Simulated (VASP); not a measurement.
Runs of VASP 6.6.1 on Li2Se. Symmetry: Fm-3m, No. 225, cubic system. Conventional cell: a = 5.987 Å, b = 5.987 Å, c = 5.987 Å, α = 90.00°, β = 90.00°, γ = 90.00°. Li (site symmetry -43m) has 4 Se at 2.59 Å and 6 Li at 2.99 Å within 3.4 Å. Within 3.4 Å of Se (site symmetry m-3m) lie 8 Li at 2.59 Å. 

```csv
level,potentials or basis,k mesh,cutoff (eV),grid for exact exchange (PRECFOCK),screening parameter,gap on the mesh (eV),pressure (GPa)
r2SCAN,"VASP PAW PBE potentials, release 64 (Li_sv, Se)",4 × 4 × 4,830,-,-,3.45,(b)
PBE,"VASP PAW PBE potentials, release 64 (Li_sv, Se)",4 × 4 × 4,750,-,-,2.96,0.3
HSE06,"VASP PAW PBE potentials, release 64 (Li_sv, Se)",4 × 4 × 4,650,Normal,0.2079 1/Å,3.83,-0.5
LDA,"VASP PAW LDA potentials, release 64 (Li_sv, Se)",4 × 4 × 4,750,-,-,2.79,(a)
PBE,"VASP PAW PBE potentials, release 64 (Li_sv, Se)",6 × 6 × 6,750,-,-,2.97,0.3
```

Alike in all rows: task single point; no spin polarisation; cell as given; smearing gaussian 0.01 eV.

Question: Estimate the missing entries.

Answer: (a) -2.3; (b) -0.1.

Caveats: some runs use coarse meshes; the PAW data sets were made with another functional, which shifts forces and pressure a little (some runs).

A k mesh can miss the band edges, and the runs leave out spin-orbit coupling on Se.
